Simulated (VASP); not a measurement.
Ba4N:

```xyz
5
Lattice="5.9011 0.0000 0.0000 0.0000 5.9011 0.0000 0.0000 0.0000 5.9011" Properties=species:S:1:pos:R:3 pbc="T T T"
Ba    0.0000    2.9505    2.9505
Ba    2.9505    0.0000    2.9505
Ba    2.9505    2.9505    0.0000
Ba    0.0000    0.0000    0.0000
N     2.9505    2.9505    2.9505
```

The cell was generated, and may not be a known phase.

```yaml
Program: VASP 6.6.1
Task: relaxation of cell and atoms
Functional: PBE
Potentials_or_basis: VASP PAW PBE potentials, release 64 (Ba_sv, N)
Cutoff: 600 eV
k_mesh: 6 × 6 × 6
Occupations: gaussian, width 0.1 eV
Spin: no spin polarisation
```

At the start: pressure 0.6 GPa; volume 41.10 Å³/atom.

**Question.** Where does the relaxation end?

**Answer.** Over 3 steps the energy falls by 2.1 meV/atom and the volume is 42.31 Å³/atom (+2.9 %); space group Pm-3m (No. 221, to 0.1 Å) before and after.

Step by step:
| step | energy change (eV) | largest force (eV/Å) | pressure (GPa) | volume (Å³) |
| --- | --- | --- | --- | --- |
| 1 | 0.0000 | 0.0000 | 0.57 | 205.49 |
| 2 | -0.0098 | 0.0000 | 0.14 | 209.90 |
| 3 | -0.0105 | 0.0000 | 0.00 | 211.53 |

Final structure:
```xyz
5
Lattice="5.9583 0.0000 0.0000 0.0000 5.9583 0.0000 0.0000 0.0000 5.9583" Properties=species:S:1:pos:R:3 pbc="T T T"
Ba    0.0000    2.9791    2.9791
Ba    2.9791    0.0000    2.9791
Ba    2.9791    2.9791    0.0000
Ba    0.0000    0.0000    0.0000
N     2.9791    2.9791    2.9791
```
